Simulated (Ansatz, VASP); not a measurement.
One calculation of Te2Os, two programs

INCAR

```
  PREC = Accurate
  ENCUT = 520
  EDIFF = 1E-7
  ISMEAR = 0
  SIGMA = 0.1
  LREAL = F
  LASPH = T
  NELM = 60
  ALGO = Normal
  ISIF = 2
  LWAVE = F
  LCHARG = T
  LDIPOL = T
  IDIPOL = 3
  DIPOL = 0.5 0.5 0.500
  GGA = PE
  LELF = T
  LVHAR = T
  LVACPOTAV = T
  NBANDS = 17
```

KPOINTS

```
Automatic mesh
0
Gamma
  6 6 1
```

POSCAR

```
Te2Os
1.0
    3.1582054200      0.0000000000      0.0000000000
   -1.5791022400      2.7350860400      0.0000000000
    0.0000000000      0.0000000000     18.0000000000
Te Os
2 1
Direct
    0.0000000000      0.0000000000      0.4007590100
    0.0000000000      0.0000000000      0.5992409900
    0.6666666700      0.3333333300      0.5000000000
```

Input for Ansatz:

```yaml
crystal:
  lattice:
    - [3.15820542, 0.0, 0.0]
    - [-1.57910224, 2.73508604, 0.0]
    - [0.0, 0.0, 18.0]
  atoms:
    - { symbol: Te, position: [0.0, 0.0, 0.40075901] }
    - { symbol: Te, position: [0.0, 0.0, 0.59924099] }
    - { symbol: Os, position: [0.66666667, 0.33333333, 0.5] }
  periodic: [true, true, false]
basis:
  ecutwfc: 420
kpoints:
  mp_grid: { grid: [6, 6, 1] }
hamiltonian:
  xc: pbe
scf:
  occupations: { method: gaussian, width: 0.1 }
  lower_state_search: "off"
output:
  forces: true
  stress: true
  eigenvalues: true
```

Change from the starting cell: species swapped into a sheet of the Te2W type.

Alike in both runs: task single point; functional PBE; k mesh 6 × 6 × 1; occupations gaussian, width 0.1 eV; no spin polarisation.

|  | VASP | Ansatz |
| --- | --- | --- |
| version | VASP 6.6.1 | Ansatz 0.2.0 |
| potentials or method | VASP PAW PBE potentials, release 64 (Te, Os), cutoff 520 eV | scalar-relativistic, plane waves, PAW |
| valence electrons in the cell | 20 | 48 |

|  | VASP | Ansatz | Ansatz less VASP |
| --- | --- | --- | --- |
| gap on the k mesh at the Fermi level (eV) | none | none | - |
| rms of the force components (eV/Å) | 1.812 | 1.773 | -0.0395 |

Atom by atom the forces differ by 0.040 eV/Å (rms over components). A gap of «none» marks a metal or a gap that the smearing closes. VASP's potentials hold 20 valence electrons a cell and Ansatz's 48, so a difference there can come from the potentials and not from the codes. Ansatz's warnings: slab cell height set, structure snapped to symmetry.

The k mesh is coarse, so the values compare programs but aren't converged. Spin-orbit coupling is off throughout.
